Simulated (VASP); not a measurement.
# Cu (Fd-3m) in VASP: further runs, part 2 of 2

VASP 6.6.1. The steps go on from the part before.

## Step 3: Density of states, LDA

This run uses another cell than the first one, of 17.06 Å³/atom, 2.500 times its volume.

POSCAR reads:

```
Cu
1.0
    0.0000000000      2.5743473884      2.5743473884
    2.5743473884      0.0000000000      2.5743473884
    2.5743473884      2.5743473884      0.0000000000
Cu
2
Direct
   -0.1250000000     -0.1250000000     -0.1250000000
    0.1250000000      0.1250000000      0.1250000000
```

INCAR.step1 reads:

```
SYSTEM = Cu
  ALGO = Normal
  EDIFF = 1E-6
  ENCUT = 520
  ISIF = 2
  ISMEAR = -1
  LASPH = .True.
  LCHARG = .True.
  LMAXMIX = 4
  LREAL = .False.
  LWAVE = .False.
  NBANDS = 18
  NELM = 60
  PREC = Accurate
  SIGMA = 0.08
```

KPOINTS.step1 reads:

```
k-points
0
Gamma
  15 15 15
  0 0 0
```

INCAR.step2 reads:

```
SYSTEM = Cu
  ALGO = Normal
  EDIFF = 1E-6
  ENCUT = 520
  ICHARG = 11
  ISIF = 2
  ISMEAR = -5
  LASPH = .True.
  LCHARG = .False.
  LMAXMIX = 4
  LORBIT = 10
  LREAL = .False.
  LWAVE = .False.
  NEDOS = 1001
  NELM = 60
  PREC = Accurate
  SIGMA = 0.08
```

KPOINTS.step2 reads:

```
k-points
0
Gamma
  23 23 23
  0 0 0
```

Potentials or basis: VASP PAW LDA potentials, release 64 (Cu).

Command:

```
$ cat potpaw_LDA.64/Cu/POTCAR > POTCAR
$ cp INCAR.step1 INCAR
$ cp KPOINTS.step1 KPOINTS
$ mpirun -np 1 vasp_std > vasp.out
$ cp INCAR.step2 INCAR
$ cp KPOINTS.step2 KPOINTS
$ mpirun -np 1 vasp_std > vasp.out
```

OUTCAR:

```text
SYSTEM = Cu
   EDIFF = 1E-6
   ENCUT = 520
   ICHARG = 11
   ISIF = 2
   ISMEAR = -5
   LASPH = .True.
   LORBIT = 10
   LREAL = .False.
   NELM = 60
   PREC = Accurate

 ion  position               nearest neighbor table
   1  0.875  0.875  0.875-   2 2.23   2 2.23   2 2.23   2 2.23
   2  0.125  0.125  0.125-   1 2.23   1 2.23   1 2.23   1 2.23

  LATTYP: Found a face centered cubic cell.
 ALAT       =     5.1486947768

  Lattice vectors:

 A1 = (   0.0000000000,   2.5743473884,   2.5743473884)
 A2 = (   2.5743473884,   0.0000000000,   2.5743473884)
 A3 = (   2.5743473884,   2.5743473884,   0.0000000000)

[... 624 lines left out ...]
  Total        0.4768969      0.4768969      0.4768969      0.0000000      0.0000000      0.0000000
  in kB       22.3925542     22.3925542     22.3925542      0.0000000      0.0000000      0.0000000
  external PRESSURE =      22.3925542 kB  Pullay stress =       0.0000000 kB

 VOLUME and BASIS-vectors are now :
 -----------------------------------------------------------------------------
  energy-cutoff  :      520.00
  volume of cell :       34.12
      direct lattice vectors                 reciprocal lattice vectors
     0.000000000  2.574347388  2.574347388    -0.194223982  0.194223982  0.194223982
     2.574347388  0.000000000  2.574347388     0.194223982 -0.194223982  0.194223982
     2.574347388  2.574347388  0.000000000     0.194223982  0.194223982 -0.194223982

 POSITION                                       TOTAL-FORCE (eV/Angst)
 -----------------------------------------------------------------------------------
      4.50511      4.50511      4.50511        -0.000000     -0.000000     -0.000000
      0.64359      0.64359      0.64359         0.000000      0.000000      0.000000
 -----------------------------------------------------------------------------------
    total drift:                                0.000000     -0.000000     -0.000000

  FREE ENERGIE OF THE ION-ELECTRON SYSTEM (eV)
  ---------------------------------------------------
  free  energy   TOTEN  =        -6.9672997012 eV

  energy  without entropy=       -6.9672997012  energy(sigma->0) =       -6.96729970

 total charge

# of ion       s       p       d       tot
------------------------------------------
    1        0.528   0.279   9.227  10.034
    2        0.528   0.279   9.227  10.034
--------------------------------------------------
tot          1.056   0.557  18.455  20.068
```

OUTCAR.step1:

```text
SYSTEM = Cu
   EDIFF = 1E-6
   ENCUT = 520
   ISIF = 2
   ISMEAR = -1
   LASPH = .True.
   LREAL = .False.
[... 725 lines left out ...]
      4.50511      4.50511      4.50511         0.000000      0.000000      0.000000
      0.64359      0.64359      0.64359        -0.000000     -0.000000     -0.000000
 -----------------------------------------------------------------------------------
    total drift:                                0.000000      0.000000     -0.000000

  FREE ENERGIE OF THE ION-ELECTRON SYSTEM (eV)
  ---------------------------------------------------
  free  energy   TOTEN  =        -6.9758161309 eV

  energy  without entropy=       -6.9603095845  energy(sigma->0) =       -6.96806286
```

OSZICAR.step1:

```text
N       E                     dE             d eps       ncg     rms          rms(c)
DAV:   1     0.132359581731E+03    0.13236E+03   -0.10273E+04  4408   0.196E+03
DAV:   2    -0.184561976032E+01   -0.13421E+03   -0.12698E+03  4324   0.278E+02
DAV:   3    -0.829862454341E+01   -0.64530E+01   -0.62265E+01  4810   0.885E+01
DAV:   4    -0.838818670798E+01   -0.89562E-01   -0.89495E-01  5134   0.110E+01
DAV:   5    -0.838983774291E+01   -0.16510E-02   -0.16510E-02  5430   0.130E+00    0.104E+01
DAV:   6    -0.804586527437E+01    0.34397E+00   -0.15072E+01  5172   0.981E+01    0.670E+00
DAV:   7    -0.699034840285E+01    0.10555E+01   -0.36767E+00  5064   0.463E+01    0.475E-01
DAV:   8    -0.698579971773E+01    0.45487E-02   -0.93909E-02  6364   0.560E+00    0.836E-01
DAV:   9    -0.697594534298E+01    0.98544E-02   -0.33534E-02  5530   0.430E+00    0.110E-01
DAV:  10    -0.697583389738E+01    0.11145E-03   -0.92447E-04  6312   0.550E-01    0.389E-02
DAV:  11    -0.697581618877E+01    0.17709E-04   -0.77740E-05  6352   0.182E-01    0.491E-03
DAV:  12    -0.697581613090E+01    0.57868E-07   -0.20258E-06  3508   0.123E-02
   1 F= -.69758161E+01 E0= -.69680629E+01  d E =-.155065E-01
```

Wall time 3.3 min (1 thread of Intel Xeon Platinum 8259CL at 2.50GHz (Skylake/Cascade Lake), shared host); peak memory 0.26 GiB.

Results:

```yaml
Valence_electrons_inside_the_program's_atomic_spheres: Cu 10.03
```

Caveat: tetrahedron occupations give inexact forces and stress in metals.

## Step 4: Density of states, LDA

This run uses another cell than the first one, of 17.06 Å³/atom, 2.500 times its volume.

POSCAR is that of step 3.

INCAR.step1 reads:

```
  PREC = Accurate
  ENCUT = 520
  EDIFF = 1E-7
  ISMEAR = -1
  SIGMA = 0.08
  LREAL = False
  LASPH = True
  NELM = 60
  ALGO = Normal
  ISIF = 2
  LWAVE = False
  LCHARG = True
  LMAXMIX = 4
  NBANDS = 18
```

KPOINTS.step1 reads:

```
Automatic mesh
0
Gamma
  15 15 15
```

INCAR.step2 reads:

```
  PREC = Accurate
  ENCUT = 520
  EDIFF = 1E-7
  ISMEAR = -5
  SIGMA = 0.08
  LREAL = False
  LASPH = True
  NELM = 60
  ALGO = Normal
  ISIF = 2
  LWAVE = False
  LCHARG = False
  LMAXMIX = 4
  LORBIT = 11
  NEDOS = 2001
  ICHARG = 11
```

KPOINTS.step2 reads:

```
Automatic mesh
0
Gamma
  23 23 23
```

Command:

```
$ cat potpaw_LDA.64/Cu/POTCAR > POTCAR
$ cp INCAR.step1 INCAR
$ cp KPOINTS.step1 KPOINTS
$ mpirun -np 1 vasp_std > vasp.out
$ cp INCAR.step2 INCAR
$ cp KPOINTS.step2 KPOINTS
$ mpirun -np 1 vasp_std > vasp.out
```

Wall time 3 min (1 thread of Intel Xeon Platinum 8259CL at 2.50GHz (Skylake/Cascade Lake), shared host); peak memory 0.26 GiB.

Results (log left out):

```yaml
Valence_electrons_inside_the_program's_atomic_spheres: Cu 10.03
```

Levels at points of the mesh, in eV from the Fermi level:
| k point | band 9 | band 10 | band 11 | band 12 | band 13 | band 14 |
| --- | --- | --- | --- | --- | --- | --- |
| (0.00, 0.00, 0.00) | -2.11 | -1.31 | -1.31 | 10.54 | 10.54 | 10.54 |

Caveat: tetrahedron occupations give inexact forces and stress in metals.
